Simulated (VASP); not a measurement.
A run of VASP 6.6.1:

File INCAR:

```
PREC = Accurate
ENCUT = 520
EDIFF = 1E-7
ISMEAR = 0
SIGMA = 0.02
LREAL = F
LASPH = T
NELM = 100
ALGO = Normal
ISIF = 2
LWAVE = F
LCHARG = F
GGA = PS
NBANDS = 36
```

KPOINTS

```
Automatic mesh
0
Gamma
  12 12 12
```

POSCAR

```
ZnS
1.0
    1.8917825808      1.0922211823      9.2996278487
   -1.8917825808      1.0922211823      9.2996278487
    0.0000000000     -2.1844423645      9.2996278487
Zn S
3 3
Direct
    0.9999832654      0.9999832654      0.9999832654
    0.2222943579      0.2222943579      0.2222943579
    0.4445703886      0.4445703886      0.4445703886
    0.0832616227      0.0832616227      0.0832616227
    0.5278246719      0.5278246719      0.5278246719
    0.3053916936      0.3053916936      0.3053916936
```

Potentials or basis: VASP PAW PBE potentials, release 64 (Zn, S).

Command:

```console
$ cat potpaw_PBE.64/Zn/POTCAR potpaw_PBE.64/S/POTCAR > POTCAR
$ mpirun -np 1 vasp_std > vasp.out
```

Hardware: 1 thread of Intel(R) Xeon(R) Platinum 8488C (Sapphire Rapids), with other jobs on the host.

Q: Estimate the wall time of this run.

A: Wall time 69 min on 1 thread of Intel(R) Xeon(R) Platinum 8488C (Sapphire Rapids), with other jobs on the host, peak memory 1.1 GiB. Counts: scf iterations 16, k points 189.
